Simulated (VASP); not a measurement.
# InP (F-43m) in VASP: elastic constants with r2SCAN

Aim: the elastic constants of InP with r2SCAN.

Everything below comes from runs of VASP 6.6.1. Logs are shortened: lines on timing, memory, paths and dates and some standing lists are left out, and cuts for length are marked.

### Step 1. The cell of the first run

Symmetry: F-43m, No. 216, cubic system. The conventional cell has a = 5.689 Å, b = 5.689 Å, c = 5.689 Å, α = 90.00°, β = 90.00°, γ = 90.00°. Within 3.3 Å of In (site symmetry -43m) lie 4 P at 2.46 Å. P (site symmetry -43m) has 4 In at 2.46 Å within 3.3 Å.

### Step 2. Elastic constants, r2SCAN

The input, INCAR:

```
SYSTEM = InP
  PREC = Accurate
  ENCUT = 550
  EDIFF = 1E-8
  ISMEAR = 0
  SIGMA = 0.01
  LREAL = .False.
  LASPH = .True.
  NELM = 120
  ALGO = Normal
  ISIF = 3
  LWAVE = .False.
  LCHARG = .False.
  METAGGA = R2SCAN
  LMIXTAU = .True.
  IBRION = 6
  NFREE = 2
  POTIM = 0.015
  NSW = 1
  GGA_COMPAT = .False.
```

The input, KPOINTS:

```
regular mesh
0
Gamma
  8 8 8
  0 0 0
```

The input, POSCAR:

```
InP
1.0
    0.0000000000      2.8442767085      2.8442767085
    2.8442767085      0.0000000000      2.8442767085
    2.8442767085      2.8442767085      0.0000000000
In P
1 1
Direct
    0.0000000000      0.0000000000      0.0000000000
    0.7500000000      0.7500000000      0.7500000000
```

Potentials or basis: VASP PAW PBE potentials, release 64 (In_d, P).

Run with:

```console
> cat potpaw_PBE.64/In_d/POTCAR potpaw_PBE.64/P/POTCAR > POTCAR
> mpirun -np 1 vasp_std > vasp.out
```

OUTCAR:

```text
SYSTEM = InP
   PREC = Accurate
   ENCUT = 550
   EDIFF = 1E-8
   ISMEAR = 0
   LREAL = .False.
   LASPH = .True.
   NELM = 120
   ISIF = 3
   METAGGA = R2SCAN
   IBRION = 6
   NFREE = 2
   POTIM = 0.015
   NSW = 1

 ion  position               nearest neighbor table
   1  0.000  0.000  0.000-   2 2.46   2 2.46   2 2.46   2 2.46
   2  0.750  0.750  0.750-   1 2.46   1 2.46   1 2.46   1 2.46

  LATTYP: Found a face centered cubic cell.
 ALAT       =     5.6885534170

  Lattice vectors:

 A1 = (   0.0000000000,   2.8442767085,   2.8442767085)
 A2 = (   2.8442767085,   0.0000000000,   2.8442767085)
 A3 = (   2.8442767085,   2.8442767085,   0.0000000000)

Analysis of symmetry for initial positions (statically):
=====================================================================
 Subroutine PRICEL returns:
 Original cell was already a primitive cell.

 Routine SETGRP: Setting up the symmetry group for a
 face centered cubic supercell.

 Subroutine GETGRP returns: Found 24 space group operations
 (whereof 24 operations were pure point group operations)
 out of a pool of 48 trial point group operations.

The static configuration has the point symmetry T_d .

Analysis of symmetry for dynamics (positions and initial velocities):
=====================================================================
 Subroutine PRICEL returns:
 Original cell was already a primitive cell.

 Routine SETGRP: Setting up the symmetry group for a
 face centered cubic supercell.

 Subroutine GETGRP returns: Found 24 space group operations
 (whereof 24 operations were pure point group operations)
 out of a pool of 48 trial point group operations.

The dynamic configuration has the point symmetry T_d .

 Subroutine INISYM returns: Found 24 space group operations
 (whereof 24 operations are pure point group operations),
 and found     1 'primitive' translations

----------------------------------------------------------------------------------------

                                     Primitive cell

  volume of cell :      46.0199

  direct lattice vectors                    reciprocal lattice vectors
     0.000000000  2.844276708  2.844276708    -0.175791616  0.175791616  0.175791616
     2.844276708  0.000000000  2.844276708     0.175791616 -0.175791616  0.175791616
     2.844276708  2.844276708  0.000000000     0.175791616  0.175791616 -0.175791616

  length of vectors
     4.022414696  4.022414696  4.022414696     0.304480011  0.304480011  0.304480011

  position of ions in fractional coordinates (direct lattice)
     0.000000000  0.000000000  0.000000000
     0.750000000  0.750000000  0.750000000

  ion indices of the primitive-cell ions
   primitive index   ion index
                 1           1
                 2           2

----------------------------------------------------------------------------------------

 KPOINTS: regular mesh

Automatic generation of k-mesh.
 Grid dimensions read from file:
 generate k-points for:    8    8    8

 Generating k-lattice:

  Cartesian coordinates                     Fractional coordinates (reciprocal lattice)
    -0.021973952  0.021973952  0.021973952     0.125000000  0.000000000  0.000000000
     0.021973952 -0.021973952  0.021973952     0.000000000  0.125000000  0.000000000
     0.021973952  0.021973952 -0.021973952     0.000000000  0.000000000  0.125000000

  Length of vectors
     0.038060001  0.038060001  0.038060001

  Shift w.r.t. Gamma in fractional coordinates (k-lattice)
     0.000000000  0.000000000  0.000000000

 Subroutine IBZKPT returns following result:
 ===========================================

 Found     29 irreducible k-points:

 Following reciprocal coordinates:
            Coordinates               Weight
  0.000000  0.000000  0.000000      1.000000
  0.125000  0.000000  0.000000      8.000000
  0.250000  0.000000  0.000000      8.000000
  0.375000  0.000000  0.000000      8.000000
  0.500000  0.000000  0.000000      4.000000
[... 60 lines left out ...]
  Fermi-wavevector in a.u.,A,eV,Ry     =   1.197247  2.262469 19.502602  1.433401
  Thomas-Fermi vector in A             =   2.333167
   LORBIT       =      0    0 simple, 1 ext, 2 COOP (PROOUT), +10 PAW based schemes
   METAGGA = R2SCAN    functional components
   LHFCALC =     F    Hartree Fock is set to
   AEXX    =    0.0000 exact exchange contribution
   IVDW    =     0    specifies the selected vdW correction
   LEPSILON=     F    determine dielectric tensor
   LRPA    =     F    only Hartree local field effects (RPA)
 finite differences with symmetry
 non-spin polarized calculation
 Gauss-broadening in eV      SIGMA  =   0.01
  energy-cutoff  :      550.00
  volume of cell :       46.02
 maximum number of plane-waves:      1365
   NGX = 15   NGY = 15   NGZ = 15

--------------------------------------- Ionic step        1  -------------------------------------------

 number of electron      18.0000004 magnetization

 Free energy of the ion-electron system (eV)
  ---------------------------------------------------
  ext. energy  EPLUGINS =         0.00000000
  ---------------------------------------------------
  free energy    TOTEN  =       -32.14595616 eV

  energy without entropy =      -32.14595616  energy(sigma->0) =      -32.14595616

------------------------ aborting loop because EDIFF is reached ----------------------------------------

  FORCE on cell =-STRESS in cart. coord.  units (eV):
  Direction    XX          YY          ZZ          XY          YZ          ZX
  --------------------------------------------------------------------------------------
  -------------------------------------------------------------------------------------
  Total        2.8178641      2.8178641      2.8178641      0.0000000      0.0000000      0.0000000
  in kB       98.1036358     98.1036358     98.1036358      0.0000000      0.0000000      0.0000000
  external PRESSURE =      98.1036358 kB  Pullay stress =       0.0000000 kB
[... 89 lines left out ...]
  FREE ENERGIE OF THE ION-ELECTRON SYSTEM (eV)
  ---------------------------------------------------
  free  energy   TOTEN  =       -32.0993087757 eV

  energy  without entropy=      -32.0993087757  energy(sigma->0) =      -32.09930878

[... ionic steps 4 to 14 ...]

--------------------------------------- Ionic step       15  -------------------------------------------

 number of electron      18.0000002 magnetization

------------------------ aborting loop because EDIFF is reached ----------------------------------------
[... 67 lines left out ...]
--------------------------------------- Ionic step       17  -------------------------------------------

 number of electron      18.0000004 magnetization

 Free energy of the ion-electron system (eV)
  ---------------------------------------------------
  ext. energy  EPLUGINS =         0.00000000
  ---------------------------------------------------
  free energy    TOTEN  =       -32.14478197 eV

  energy without entropy =      -32.14478197  energy(sigma->0) =      -32.14478197

 E-fermi :   6.1632     XC(G=0): -10.3112

 val. band max:        6.0831674894   @ k =   0.0000   0.0000   0.0000
 cond. band min:       7.7421162491   @ k =   0.0000   0.0000   0.0000
 fundamental gap:      1.6589487597
 Fermi energy:         6.1632060047

 k-point     1 :       0.0000    0.0000    0.0000
  band No.  band energies     occupation
      1      -8.8203      2.00000
      2      -8.8156      2.00000
      3      -8.8098      2.00000
      4      -8.5802      2.00000
      5      -8.5802      2.00000
      6      -6.6223      2.00000
      7       6.0273      2.00000
      8       6.0562      2.00000
      9       6.0832      2.00000
     10       7.7421      0.00000
     11      10.4599      0.00000
     12      10.4758      0.00000
     13      10.4934      0.00000
[... 354 lines left out ...]
  band No.  band energies     occupation
      1      -9.0244      2.00000
      2      -8.7427      2.00000
      3      -8.7159      2.00000
      4      -8.5893      2.00000
      5      -8.5618      2.00000
      6      -4.1048      2.00000
      7      -0.0587      2.00000
      8       2.9705      2.00000
      9       4.1040      2.00000
     10       9.8642      0.00000
     11      10.4645      0.00000
     12      12.5722      0.00000
     13      14.0179      0.00000

 [... further k-points ...]

------------------------ aborting loop because EDIFF is reached ----------------------------------------

  FORCE on cell =-STRESS in cart. coord.  units (eV):
  Direction    XX          YY          ZZ          XY          YZ          ZX
  --------------------------------------------------------------------------------------
  -------------------------------------------------------------------------------------
  Total        2.8153760      2.8192978      2.8192978      0.0000000     -0.1907147      0.0000000
  in kB       98.0170111     98.1535473     98.1535473      0.0000000     -6.6397120      0.0000000
  external PRESSURE =      98.1080352 kB  Pullay stress =       0.0000000 kB
[... 17 lines left out ...]
  FREE ENERGIE OF THE ION-ELECTRON SYSTEM (eV)
  ---------------------------------------------------
  free  energy   TOTEN  =       -32.1447819734 eV

  energy  without entropy=      -32.1447819734  energy(sigma->0) =      -32.14478197

 INTERNAL STRAIN TENSORS FROM STRAINED CELLS
 ============================================

 INTERNAL STRAIN TENSOR FOR ION    1 for displacements in x,y,z  (eV/Angst):
          X           Y           Z          XY          YZ          ZX
  --------------------------------------------------------------------------------
  x    -0.00000    -0.00000     0.00000    -0.00000   -12.71517     0.00000
  y     0.00000    -0.00000     0.00000    -0.00000    -0.00000   -12.71079
  z     0.00000    -0.00000    -0.00000   -12.71049    -0.00000    -0.00000

 INTERNAL STRAIN TENSORS FROM DISPLACED ATOMS
 ============================================

 INTERNAL STRAIN TENSOR FOR ION    1 for displacements in x,y,z  (eV/Angst):
          X           Y           Z          XY          YZ          ZX
  --------------------------------------------------------------------------------
  x     0.00000     0.00000     0.00000     0.00000   -12.70427     0.00000
  y     0.00000     0.00000     0.00000     0.00000     0.00000   -12.70427
  z     0.00000     0.00000     0.00000   -12.70427     0.00000     0.00000

 INTERNAL STRAIN TENSOR FOR ION    2 for displacements in x,y,z  (eV/Angst):
          X           Y           Z          XY          YZ          ZX
  --------------------------------------------------------------------------------
  x     0.00000     0.00000     0.00000     0.00000    12.71442     0.00000
  y     0.00000     0.00000     0.00000     0.00000     0.00000    12.71442
  z     0.00000     0.00000     0.00000    12.71442     0.00000     0.00000

 Eigenvectors and eigenvalues of the dynamical matrix
 ----------------------------------------------------

   1 f  =   10.225579 THz    64.249206 2PiTHz  341.088594 cm-1    42.289577 meV
             X         Y         Z           dx          dy          dz
      0.000000  0.000000  0.000000    -0.460747    0.000000    0.000000
      4.266415  4.266415  4.266415     0.887531    0.000000    0.000000
[... 21 lines left out ...]
   6 f/i=    0.002029 THz     0.012746 2PiTHz    0.067664 cm-1     0.008389 meV
             X         Y         Z           dx          dy          dz
      0.000000  0.000000  0.000000    -0.887531    0.000000    0.000000
      4.266415  4.266415  4.266415    -0.460747    0.000000    0.000000

--------------------------------------------------------------------------------------------------------

 ELASTIC MODULI CONTR FROM IONIC RELAXATION (kBar)
 Direction    XX          YY          ZZ          XY          YZ          ZX
 --------------------------------------------------------------------------------
 XX          -0.0000      0.0000     -0.0000      0.0000      0.0000     -0.0000
 YY           0.0000     -0.0000     -0.0000     -0.0000      0.0000      0.0000
 ZZ          -0.0000     -0.0000     -0.0000      0.0000      0.0000      0.0000
 XY           0.0000     -0.0000      0.0000   -538.9929     -0.0000     -0.0000
 YZ           0.0000      0.0000      0.0000     -0.0000   -538.9929     -0.0000
 ZX          -0.0000      0.0000      0.0000     -0.0000     -0.0000   -538.9929
 --------------------------------------------------------------------------------

 TOTAL ELASTIC MODULI (kBar)
 Direction    XX          YY          ZZ          XY          YZ          ZX
 --------------------------------------------------------------------------------
 XX        1264.1425    868.8389    868.8389      0.0000      0.0000      0.0000
 YY         868.8389   1264.1425    868.8389     -0.0000      0.0000     -0.0000
 ZZ         868.8389    868.8389   1264.1425      0.0000      0.0000     -0.0000
 XY           0.0000     -0.0000      0.0000    464.7393     -0.0000     -0.0000
 YZ           0.0000      0.0000      0.0000     -0.0000    464.7393     -0.0000
 ZX           0.0000     -0.0000     -0.0000     -0.0000     -0.0000    464.7393
 --------------------------------------------------------------------------------
```

Run time: 24 min. Hardware: 1 thread of Intel Xeon 6975P-C (Granite Rapids), shared host; peak memory 0.33 GiB.

Results:

```
Elastic constants C11, C12, C44                         : 126, 87, 46 GPa
Voigt bulk modulus                                      : 100 GPa
Highest phonon frequency at Γ, LO-TO splitting left out : 341 cm⁻¹
```

Phonon frequencies in cm⁻¹ (negative: imaginary):
| q point | frequencies |
| --- | --- |
| (0.000, 0.000, 0.000) | 0 0 0 341 341 341 |

Elastic tensor in Voigt notation (GPa, in the Cartesian axes of the cell as first typed):
```
126  87  87   0   0   0
 87 126  87   0   0   0
 87  87 126   0   0   0
  0   0   0  46   0   0
  0   0   0   0  46   0
  0   0   0   0   0  46
```

Clamped-ion elastic tensor (GPa):
```
126  87  87   0   0   0
 87 126  87   0   0   0
 87  87 126   0   0   0
  0   0   0 100   0   0
  0   0   0   0 100   0
  0   0   0   0   0 100
```

Caveat: the cell is under stress, which shifts elastic constants; the PAW data sets were made with another functional, which shifts forces and pressure a little; spin-orbit coupling is left out, which moves the levels of the heavy elements.
